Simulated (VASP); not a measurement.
Wanted: the native input for a VASP 6.6.1 run.

```
Task                               : single point
Functional                         : r2SCAN0
Potentials or basis                : VASP PAW PBE potentials, release 64 (Ga_d, As)
Cutoff                             : 440 eV
k mesh                             : 5 × 5 × 5
Occupations                        : fermi-dirac, width 0.05 eV
Spin                               : no spin polarisation
Dipole correction                  : no
Grid for exact exchange (PRECFOCK) : Normal
Further INCAR settings             : ALGO = Normal; EDIFF = 1e-06; NBANDS = 16
Share of exact exchange            : 0.25
```

The system is GaAs.

```
Ga As
1.0
    -1.88077    1.88077    3.02585
     1.88077   -1.88077    3.02585
     1.88077    1.88077   -3.02585
Ga As
1 1
Direct
  0.00000 0.00000 0.00000
  0.50000 0.50000 0.00000
```

These files were run (other wordings do the same):

POSCAR

```
GaAs
1.0
   -1.8807739600      1.8807739600      3.0258508800
    1.8807739600     -1.8807739600      3.0258508800
    1.8807739600      1.8807739600     -3.0258508800
Ga As
1 1
Direct
    0.0000000000      0.0000000000      0.0000000000
    0.5000000000      0.5000000000      0.0000000000
```

INCAR.step1

```
PREC     = Accurate       # precision mode
ENCUT    = 440            # plane-wave cutoff, eV
EDIFF    = 1E-5           # SCF threshold, eV
ISMEAR   = -1             # smearing method
SIGMA    = 0.05           # smearing width, eV
LREAL    = F              # projectors in reciprocal space
LASPH    = T              # aspherical terms in the spheres
NELM     = 120            # most SCF steps
ALGO     = Normal         # electronic algorithm
ISIF     = 2              # what is computed and relaxed
LWAVE    = T              # write WAVECAR
GGA      = PE             # functional
NBANDS   = 16             # bands
GGA_COMPAT= F
```

INCAR.step2

```
PREC     = Accurate       # precision mode
ENCUT    = 440            # plane-wave cutoff, eV
EDIFF    = 1E-6           # SCF threshold, eV
ISMEAR   = -1             # smearing method
SIGMA    = 0.05           # smearing width, eV
LREAL    = F              # projectors in reciprocal space
LASPH    = T              # aspherical terms in the spheres
NELM     = 120            # most SCF steps
ALGO     = Normal         # electronic algorithm
ISIF     = 2              # what is computed and relaxed
LWAVE    = F              # write WAVECAR
LCHARG   = T              # write CHGCAR
METAGGA  = R2SCAN         # meta-GGA
LHFCALC  = T              # exact exchange
AEXX     = 0.25           # exact-exchange fraction
LMIXTAU  = T            
PRECFOCK = Normal       
LELF     = T              # ELF
LVHAR    = T            
ISTART   = 1            
NBANDS   = 16             # bands
GGA_COMPAT= F
```

KPOINTS

```
regular mesh
0
Gamma
  5 5 5
```

Potentials or basis: VASP PAW PBE potentials, release 64 (Ga_d, As).

Command:

```sh
$ cat potpaw_PBE.64/Ga_d/POTCAR potpaw_PBE.64/As/POTCAR > POTCAR
$ cp INCAR.step1 INCAR
$ mpirun -np 1 vasp_std > vasp.out
$ cp INCAR.step2 INCAR
$ mpirun -np 1 vasp_std > vasp.out
```

It gave:

```yaml
Pressure: -7.4 GPa
Band_gap_on_the_k_mesh: zero (bands 9 and 10 overlap by 3.48 eV)
```

Caveat: the k points lie up to 0.39 Å⁻¹ apart, too coarse for converged energies and pressures of a metal; the PAW data sets were made with another functional, which shifts forces and pressure a little.

Run time: 55 min on 1 thread of Intel Xeon 8259CL (shared host), peak memory 0.18 GiB.
